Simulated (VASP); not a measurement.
# HfSn3S8 (P-3m1) in VASP: single point with PBE

Aim: the single point of HfSn3S8 with PBE.

Everything below comes from runs of VASP 6.6.1. Logs are shortened: lines on timing, memory, paths and dates and some standing lists are left out, and cuts for length are marked.

## Step 1: The cell of the first run

It takes space group P-3m1 (No. 164, trigonal). Conventional cell: a = 3.690 Å, b = 3.690 Å, c = 27.274 Å, α = 90.00°, β = 90.00°, γ = 120.00°. Within 3.4 Å of Hf (site symmetry -3m) lie 6 S at 2.57 Å. Sn (site symmetry -3m) has 6 S at 2.60 Å within 3.4 Å. Sn (site symmetry 3m) has 6 S at 2.60 Å within 3.4 Å. S (site symmetry 3m) has 3 Sn at 2.60 Å within 3.4 Å. Within 3.4 Å of S (site symmetry 3m) lie 3 Sn at 2.60 Å. S (site symmetry 3m) has 3 Hf at 2.57 Å within 3.4 Å. Within 3.4 Å of S (site symmetry 3m) lie 3 Sn at 2.60 Å.

## Step 2: Single point, PBE

Input file INCAR:

```
PREC = Accurate
ENCUT = 520
EDIFF = 1E-6
ISMEAR = 0
SIGMA = 0.02
LREAL = F
LASPH = T
NELM = 60
ALGO = Normal
ISIF = 2
LWAVE = F
LCHARG = T
GGA = PE
LELF = T
LVHAR = T
NBANDS = 62
```

Input file KPOINTS:

```
regular mesh
0
Gamma
  12 12 2
```

Input file POSCAR:

```
HfSn3S8
1.0
    3.6897010710      0.0000000029      0.0000000000
   -1.8448505380      3.1953748584      0.0000000000
    0.0000000000      0.0000000000     27.2738753207
Hf Sn S
1 3 8
Direct
    0.0000000000      0.0000000000      0.5000000000
    0.0000000000      0.0000000000      0.0000000000
    0.0000000000      0.0000000000      0.2515906398
    0.0000000000      0.0000000000      0.7484093602
    0.3333333333      0.6666666667      0.0543561016
    0.3333333333      0.6666666667      0.3059484847
    0.3333333333      0.6666666667      0.5524007576
    0.3333333333      0.6666666667      0.8027654918
    0.6666666667      0.3333333333      0.1972345082
    0.6666666667      0.3333333333      0.4475992424
    0.6666666667      0.3333333333      0.6940515153
    0.6666666667      0.3333333333      0.9456438984
```

Potentials or basis: VASP PAW PBE potentials, release 64 (Hf_pv, Sn_d, S).

Command:

```bash
$ cat potpaw_PBE.64/Hf_pv/POTCAR potpaw_PBE.64/Sn_d/POTCAR potpaw_PBE.64/S/POTCAR > POTCAR
$ mpirun -np 1 vasp_std > vasp.out
```

OUTCAR:

```text
PREC = Accurate
   ENCUT = 520
   EDIFF = 1E-6
   ISMEAR = 0
   LREAL = F
   LASPH = T
   NELM = 60
   ISIF = 2
   GGA = PE

 ion  position               nearest neighbor table
   1  0.000  0.000  0.500-   7 2.57  10 2.57   7 2.57  10 2.57  10 2.57   7 2.57
   2  0.000  0.000  0.000-   5 2.60  12 2.60   5 2.60  12 2.60  12 2.60   5 2.60
   3  0.000  0.000  0.252-   9 2.60   9 2.60   9 2.60   6 2.60   6 2.60   6 2.60
   4  0.000  0.000  0.748-   8 2.60   8 2.60   8 2.60  11 2.60  11 2.60  11 2.60
   5  0.333  0.667  0.054-   2 2.60   2 2.60   2 2.60
   6  0.333  0.667  0.306-   3 2.60   3 2.60   3 2.60
   7  0.333  0.667  0.552-   1 2.57   1 2.57   1 2.57
   8  0.333  0.667  0.803-   4 2.60   4 2.60   4 2.60
   9  0.667  0.333  0.197-   3 2.60   3 2.60   3 2.60
  10  0.667  0.333  0.448-   1 2.57   1 2.57   1 2.57
  11  0.667  0.333  0.694-   4 2.60   4 2.60   4 2.60
  12  0.667  0.333  0.946-   2 2.60   2 2.60   2 2.60

  LATTYP: Found a hexagonal cell.
 ALAT       =     3.6897010710
 C/A-ratio  =     7.3918929463

  Lattice vectors:

 A1 = (   3.6897010710,   0.0000000029,   0.0000000000)
 A2 = (  -1.8448505380,   3.1953748584,   0.0000000000)
 A3 = (   0.0000000000,   0.0000000000,  27.2738753207)

Analysis of symmetry for initial positions (statically):
=====================================================================
 Subroutine PRICEL returns:
 Original cell was already a primitive cell.

 Routine SETGRP: Setting up the symmetry group for a
 hexagonal supercell.

 Subroutine GETGRP returns: Found 12 space group operations
 (whereof 12 operations were pure point group operations)
 out of a pool of 24 trial point group operations.

The static configuration has the point symmetry D_3d.

Analysis of symmetry for dynamics (positions and initial velocities):
=====================================================================
 Subroutine PRICEL returns:
 Original cell was already a primitive cell.

 Routine SETGRP: Setting up the symmetry group for a
 hexagonal supercell.

 Subroutine GETGRP returns: Found 12 space group operations
 (whereof 12 operations were pure point group operations)
 out of a pool of 24 trial point group operations.

The dynamic configuration has the point symmetry D_3d.

 Subroutine INISYM returns: Found 12 space group operations
 (whereof 12 operations are pure point group operations),
 and found     1 'primitive' translations

----------------------------------------------------------------------------------------

                                     Primitive cell

  volume of cell :     321.5584

  direct lattice vectors                    reciprocal lattice vectors
     3.689701071  0.000000003  0.000000000     0.271024666  0.156476164  0.000000000
    -1.844850538  3.195374858  0.000000000    -0.000000000  0.312952328  0.000000000
     0.000000000  0.000000000 27.273875321     0.000000000  0.000000000  0.036665123

  length of vectors
     3.689701071  3.689701071 27.273875321     0.312952328  0.312952328  0.036665123

  position of ions in fractional coordinates (direct lattice)
     0.000000000  0.000000000  0.500000000
     0.000000000  0.000000000  0.000000000
     0.000000000  0.000000000  0.251590640
     0.000000000  0.000000000  0.748409360
     0.333333333  0.666666667  0.054356102
     0.333333333  0.666666667  0.305948485
     0.333333333  0.666666667  0.552400758
     0.333333333  0.666666667  0.802765492
     0.666666667  0.333333333  0.197234508
     0.666666667  0.333333333  0.447599242
     0.666666667  0.333333333  0.694051515
     0.666666667  0.333333333  0.945643898

  ion indices of the primitive-cell ions
   primitive index   ion index
                 1           1
                 2           2
                 3           3
                 4           4
                 5           5
                 6           6
                 7           7
                 8           8
                 9           9
                10          10
                11          11
                12          12

----------------------------------------------------------------------------------------

 KPOINTS: regular mesh

Automatic generation of k-mesh.
 Grid dimensions read from file:
 generate k-points for:   12   12    2

 Generating k-lattice:

  Cartesian coordinates                     Fractional coordinates (reciprocal lattice)
     0.022585389  0.013039680  0.000000000     0.083333333  0.000000000  0.000000000
    -0.000000000  0.026079361  0.000000000     0.000000000  0.083333333  0.000000000
     0.000000000  0.000000000  0.018332562     0.000000000  0.000000000  0.500000000

  Length of vectors
     0.026079361  0.026079361  0.018332562

  Shift w.r.t. Gamma in fractional coordinates (k-lattice)
     0.000000000  0.000000000  0.000000000

 Subroutine IBZKPT returns following result:
 ===========================================

 Found     38 irreducible k-points:

 Following reciprocal coordinates:
            Coordinates               Weight
  0.000000  0.000000  0.000000      1.000000
  0.083333 -0.000000  0.000000      6.000000
  0.166667 -0.000000  0.000000      6.000000
  0.250000 -0.000000  0.000000      6.000000
  0.333333 -0.000000  0.000000      6.000000
  0.416667 -0.000000  0.000000      6.000000
[... 16 lines left out ...]
  0.250000 -0.000000  0.500000      6.000000
  0.333333 -0.000000  0.500000      6.000000
 [... further k-points ...]
   k-points           NKPTS =     38   k-points in BZ     NKDIM =     38   number of bands    NBANDS=     62
   number of dos      NEDOS =    301   number of ions     NIONS =     12
   total plane-waves  NPLWV = 164640
   dimension x,y,z NGX =    28 NGY =   28 NGZ =  210
   dimension x,y,z NGXF=    56 NGYF=   56 NGZF=  420
   ions per type =               1   3   8
   NGX,Y,Z   is equivalent  to a cutoff of  12.62, 12.62, 12.80 a.u.
   NGXF,Y,Z  is equivalent  to a cutoff of  25.23, 25.23, 25.60 a.u.
 SYSTEM =  unknown system
   PREC   = accura    normal or accurate (medium, high low for compatibility)
   ISTART =      0    job   : 0-new  1-cont  2-samecut
   ICHARG =      2    charge: 1-file 2-atom 10-const
   ISPIN  =      1    spin polarized calculation?
   LNONCOLLINEAR =      F non collinear calculations
   LSORBIT =      F    spin-orbit coupling
   LASPH  =      T    aspherical Exc in radial PAW
   ENCUT  =  520.0 eV  38.22 Ry    6.18 a.u.   6.86  6.86 50.71*2*pi/ulx,y,z
   NELM   =     60;   NELMIN=  2; NELMDL= -5     # of ELM steps
   EDIFF  = 0.1E-05   stopping-criterion for ELM
   LREAL  =      F    real-space projection
[... 7 lines left out ...]
   TEBEG  =    0.0;   TEEND  =   0.0 temperature during run
   PSTRESS=    0.0 pullay stress
   NELECT =     100.0000    total number of electrons
   NUPDOWN=      -1.0000    fix difference up-down
   EMIN   =  10.00;   EMAX   =-10.00  energy-range for DOS
   EFERMI =   0.00;   METHOD = LEGACY
   ISMEAR =     0;   SIGMA  =   0.02  broadening in eV -4-tet -1-fermi 0-gaus
   EFERMI_NEDOS =   21; number of points for ismear=-14 and -15
   IALGO  =     38    algorithm
   IMIX   =      4    mixing-type and parameters
     AMIX     =   0.40;   BMIX     =  1.00
     AMIX_MAG =   1.60;   BMIX_MAG =  1.00
  volume/ion in A,a.u.               =      26.80       180.83
  Fermi-wavevector in a.u.,A,eV,Ry     =   1.109145  2.095980 16.737914  1.230202
  Thomas-Fermi vector in A             =   2.245681
   LORBIT       =      0    0 simple, 1 ext, 2 COOP (PROOUT), +10 PAW based schemes
   GGA     = PE    functional components
   LHFCALC =     F    Hartree Fock is set to
   AEXX    =    0.0000 exact exchange contribution
   IVDW    =     0    specifies the selected vdW correction
   LEPSILON=     F    determine dielectric tensor
   LRPA    =     F    only Hartree local field effects (RPA)
 non-spin polarized calculation
 Gauss-broadening in eV      SIGMA  =   0.02
  energy-cutoff  :      520.00
  volume of cell :      321.56
 maximum number of plane-waves:      8714
 NGX is ok and might be reduce to    28
   NGX = 13   NGY = 13   NGZ =101

 number of electron     100.0000015 magnetization

 Free energy of the ion-electron system (eV)
  ---------------------------------------------------
  ext. energy  EPLUGINS =         0.00000000
  ---------------------------------------------------
  free energy    TOTEN  =       -62.58944969 eV

  energy without entropy =      -62.58944969  energy(sigma->0) =      -62.58944969

 E-fermi :   2.8415     XC(G=0):  -8.6044

 val. band max:        2.6691332311   @ k =   0.0000   0.0000   0.5000
 cond. band min:       3.8991300959   @ k =   0.5000  -0.0000   0.0000
 fundamental gap:      1.2299968648
 Fermi energy:         2.8414625541

 k-point     1 :       0.0000    0.0000    0.0000
  band No.  band energies     occupation
      1     -28.0189      2.00000
      2     -27.9112      2.00000
      3     -27.9112      2.00000
      4     -18.3776      2.00000
      5     -18.3776      2.00000
      6     -18.3771      2.00000
[... 54 lines left out ...]
     61       7.8022      0.00000
     62       7.8137      0.00000

 k-point     2 :       0.0833   -0.0000    0.0000
  band No.  band energies     occupation
      1     -28.0168      2.00000
      2     -27.9221      2.00000
      3     -27.9137      2.00000
      4     -18.3813      2.00000
      5     -18.3808      2.00000
      6     -18.3808      2.00000
[... 54 lines left out ...]
     61       7.7076      0.00000
     62       7.7705      0.00000

 k-point     3 :       0.1667   -0.0000    0.0000
  band No.  band energies     occupation
      1     -28.0113      2.00000
      2     -27.9516      2.00000
      3     -27.9204      2.00000
      4     -18.3926      2.00000
      5     -18.3921      2.00000
      6     -18.3921      2.00000
[... 1354 lines left out ...]
     61       8.3847      0.00000
     62       8.5323      0.00000

 k-point    24 :       0.3333   -0.0000    0.5000
  band No.  band energies     occupation
      1     -28.0315      2.00000
      2     -27.9956      2.00000
      3     -27.9386      2.00000
      4     -18.4277      2.00000
      5     -18.4272      2.00000
      6     -18.4272      2.00000
[... 54 lines left out ...]
     61       8.4918      0.00000
     62       8.5888      0.00000

 [... further k-points ...]
[... 5 lines left out ...]
  --------------------------------------------------------------------------------------
  -------------------------------------------------------------------------------------
  Total       -0.4495431     -0.4495431     -0.2508314     -0.0000000     -0.0000000     -0.0000000
  in kB       -2.2398661     -2.2398661     -1.2497771     -0.0000000     -0.0000000     -0.0000000
  external PRESSURE =      -1.9098364 kB  Pullay stress =       0.0000000 kB

 VOLUME and BASIS-vectors are now :
 -----------------------------------------------------------------------------
  energy-cutoff  :      520.00
  volume of cell :      321.56
      direct lattice vectors                 reciprocal lattice vectors
     3.689701071  0.000000003  0.000000000     0.271024666  0.156476164  0.000000000
    -1.844850538  3.195374858  0.000000000    -0.000000000  0.312952328  0.000000000
     0.000000000  0.000000000 27.273875321     0.000000000  0.000000000  0.036665123

 POSITION                                       TOTAL-FORCE (eV/Angst)
 -----------------------------------------------------------------------------------
      0.00000      0.00000     13.63694         0.000000      0.000000     -0.000000
      0.00000      0.00000      0.00000         0.000000      0.000000     -0.000000
      0.00000      0.00000      6.86185         0.000000     -0.000000     -0.000169
      0.00000      0.00000     20.41202         0.000000     -0.000000      0.000169
     -0.00000      2.13025      1.48250         0.000000     -0.000000     -0.007350
     -0.00000      2.13025      8.34440         0.000000     -0.000000     -0.007303
     -0.00000      2.13025     15.06611         0.000000     -0.000000     -0.067561
     -0.00000      2.13025     21.89453        -0.000000     -0.000000     -0.007309
      1.84485      1.06512      5.37935         0.000000     -0.000000      0.007309
      1.84485      1.06512     12.20777        -0.000000      0.000000      0.067561
      1.84485      1.06512     18.92947        -0.000000      0.000000      0.007303
      1.84485      1.06512     25.79137        -0.000000      0.000000      0.007350
 -----------------------------------------------------------------------------------
    total drift:                                0.000000      0.000000     -0.000000

  FREE ENERGIE OF THE ION-ELECTRON SYSTEM (eV)
  ---------------------------------------------------
  free  energy   TOTEN  =       -62.5894496913 eV

  energy  without entropy=      -62.5894496913  energy(sigma->0) =      -62.58944969
```

Wall time 26 min (1 thread of Oxide Virtual Turin-like, shared host); peak memory 0.77 GiB.

Results:

```
Free energy            : -62.5894 eV
Pressure               : -0.2 GPa
Largest force          : 0.068 eV/Å
Band gap on the k mesh : 1.23 eV (least direct gap 1.76 eV)
```

Forces on the atoms (eV/Å):
```
Hf   0.000  0.000  0.000
Sn   0.000  0.000  0.000
Sn   0.000  0.000  0.000
Sn   0.000  0.000  0.000
S    0.000  0.000 -0.007
S    0.000  0.000 -0.007
S    0.000  0.000 -0.068
S    0.000  0.000 -0.007
S    0.000  0.000  0.007
S    0.000  0.000  0.068
S    0.000  0.000  0.007
S    0.000  0.000  0.007
```

Stress tensor (GPa, compression positive):
```
-0.22  0.00  0.00
 0.00 -0.22  0.00
 0.00  0.00 -0.12
```

Caveat: spin-orbit coupling is left out, which moves the levels of the heavy elements; this functional lacks dispersion, which binds layers or chains, so the pressure and a relaxed spacing across them are unreliable. A k mesh can miss the band edges.
